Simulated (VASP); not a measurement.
A run of VASP 6.6.1:

Contents of INCAR:

```
SYSTEM = S
PREC = Accurate
ENCUT = 520
EDIFF = 1E-6
ISMEAR = -1
SIGMA = 0.1
LREAL = .False.
LASPH = .True.
NELM = 100
ALGO = Normal
ISIF = 2
LWAVE = .False.
LCHARG = .True.
GGA = PE
LELF = .True.
LVHAR = .True.
NBANDS = 16
```

KPOINTS

```
regular mesh
0
Gamma
  8 8 11
  0 0 0
```

POSCAR

```
S
1.0
    5.4513437356      0.0000000000      0.0000000000
   -2.7256718678      4.7210021598      0.0000000000
    0.0000000000      0.0000000000      2.1404009127
S
3
Direct
    0.0000000000      0.0000000000      0.0000000000
    0.3333333333      0.6666666667      0.5000000000
    0.6666666667      0.3333333333      0.5000000000
```

Potentials or basis: VASP PAW PBE potentials, release 64 (S).

Run with:

```bash
$ cat potpaw_PBE.64/S/POTCAR > POTCAR
$ mpirun -np 1 vasp_std > vasp.out
```

Hardware: 1 thread of Intel Xeon 8259CL, with other jobs on the host.

**Question.** Estimate the wall time of this run.

**Answer.** Run time: 54 s on 1 thread of Intel Xeon 8259CL, with other jobs on the host, peak memory 0.18 GiB. Counts: scf iterations 12, k points 60.
